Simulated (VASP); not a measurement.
Runs of VASP 6.6.1 on ScAl. The structure is that of space group Pm-3m (No. 221), or close to it. The cells are those of the table. 

| cell | gap on the mesh (eV) | pressure (GPa) |
| --- | --- | --- |
| a = 3.278 Å, 2 atoms | none | (a) |
| a = 3.458 Å, 2 atoms | none | -6.5 |
| a = 3.325 Å, 2 atoms | none | 1.5 |
| a = 3.370 Å, 2 atoms | none | (b) |
| a = 3.415 Å, 2 atoms | none | -4.2 |

Alike in all rows: task single point; level PBEsol; potentials or basis VASP PAW PBE potentials, release 64 (Sc_sv, Al); no spin polarisation; k mesh 9 × 9 × 9; cutoff (eV) 520; smearing gaussian 0.05 eV.

**Question.** Fill in the values left out.

**Answer.** (a) 5.7; (b) -1.8.

Caveats: the PAW data sets were made with another functional, which shifts forces and pressure a little.

A gap of «none» marks levels without a gap at the run's occupations.
